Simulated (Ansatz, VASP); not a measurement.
# One calculation of NaH, two programs

Contents of INCAR:

```
PREC = Accurate ; ENCUT = 500
EDIFF = 1E-6 ; ISMEAR = 0
SIGMA = 0.01 ; LREAL = False
LASPH = True ; NELM = 120
ALGO = Normal ; ISIF = 2
LWAVE = False ; LCHARG = False
GGA = CA ; NBANDS = 11
GGA_COMPAT = False
```

The input KPOINTS:

```
Automatic mesh
0
Gamma
  6 6 6
```

File POSCAR:

```
NaH
1.0
    0.0000000000      2.3975116422      2.3975116422
    2.3975116422      0.0000000000      2.3975116422
    2.3975116422      2.3975116422      0.0000000000
Na H
1 1
Direct
    0.0000000000      0.0000000000      0.0000000000
    0.5000000000      0.5000000000      0.5000000000
```

Input for Ansatz:

```yaml
crystal:
  lattice:
    - [0.0, 2.3975116422, 2.3975116422]
    - [2.3975116422, 0.0, 2.3975116422]
    - [2.3975116422, 2.3975116422, 0.0]
  atoms:
    - { symbol: Na, position: [0.0, 0.0, 0.0] }
    - { symbol: H, position: [0.5, 0.5, 0.5] }
kpoints:
  mp_grid: { grid: [6, 6, 6] }
hamiltonian:
  xc: lda
scf:
  occupations: { method: fixed }
  n_extra_bands: 4
output:
  forces: true
  stress: true
  eigenvalues: true
```

Alike in both runs: task single point; functional LDA; k mesh 6 × 6 × 6; no spin polarisation.

|  | VASP | Ansatz |
| --- | --- | --- |
| version | VASP 6.6.1 | Ansatz 0.2.0 |
| potentials or method | VASP PAW LDA potentials, release 64 (Na_pv, H) | plane waves |
| plane-wave cutoff (eV) | 500 | 420 |
| occupations | gaussian, width 0.01 eV | fixed |
| valence electrons in the cell | 8 | 10 |

Ansatz gave:

```
gap on the k mesh at the Fermi level (eV) : 3.50
pressure (GPa)                            : -1.6
```

Question: What did VASP give for the same quantities?

Answer: gap on the k mesh at the Fermi level (eV): 3.49; pressure (GPa): -1.7.

LDA's correlation is that of Perdew and Zunger in VASP and of Perdew and Wang (1992) in Ansatz. VASP's potentials hold 8 valence electrons a cell and Ansatz's 10, so a difference there can come from the potentials and not from the codes.
